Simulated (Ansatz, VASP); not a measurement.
**Two plane-wave programs on AlN**

```
CELL_PARAMETERS angstrom
3.29235 0.00000 0.00000
-1.64617 2.85126 0.00000
0.00000 0.00000 4.13696
ATOMIC_POSITIONS crystal
Al 0.33333 0.66667 0.25000
Al 0.66667 0.33333 0.75000
N 0.66667 0.33333 0.25000
N 0.33333 0.66667 0.75000
```

Alike in both runs: task single point; functional LDA; k mesh 12 × 12 × 6; no spin polarisation.

```csv
,VASP,Ansatz
version,VASP 6.6.1,Ansatz 0.2.0
potentials or method,"VASP PAW LDA potentials, release 64 (Al, N)","plane waves, PAW"
plane-wave cutoff (eV),520,420
occupations,"gaussian, width 0.01 eV",fixed
valence electrons in the cell,16,16
```

|  | VASP | Ansatz | Ansatz less VASP |
| --- | --- | --- | --- |
| gap on the k mesh at the Fermi level (eV) | 3.48 | 3.47 | -0.009 |
| pressure (GPa) | -3.5 | -4.0 | -0.52 |
| traceless stress, the component that is largest in VASP (GPa) | -0.22 | -0.03 | +0.194 |

LDA's correlation is that of Perdew and Zunger in VASP and of Perdew and Wang (1992) in Ansatz.
